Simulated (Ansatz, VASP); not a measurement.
**Two plane-wave programs on SnSe**

```
Sn Se
1.0
     0.00000    3.00152    3.00152
     3.00152    0.00000    3.00152
     3.00152    3.00152    0.00000
Sn Se
1 1
Direct
  0.00000 0.00000 0.00000
  0.50000 0.50000 0.50000
```

Alike in both runs: functional BLYP; dispersion D3(BJ); k mesh 6 × 6 × 6; no spin polarisation.

Ansatz relaxed the structure, and its values are those at the end. VASP's run is a single point on that final structure, the one shown.

```csv
,VASP,Ansatz
version,VASP 6.6.1,Ansatz 0.2.0
potentials or method,"VASP PAW PBE potentials, release 64 (Sn_d, Se)","plane waves, PAW"
plane-wave cutoff (eV),500,420
occupations,"gaussian, width 0.01 eV",fixed
valence electrons in the cell,20,30
```

```tsv
	VASP	Ansatz	Ansatz less VASP
pressure (GPa)	0.1	0.0	-0.11
```

VASP's potentials were made for PBE, not for BLYP. VASP's potentials hold 20 valence electrons a cell and Ansatz's 30, so a difference there can come from the potentials and not from the codes. Ansatz's warnings: relaxed geometry near dispersion switch.
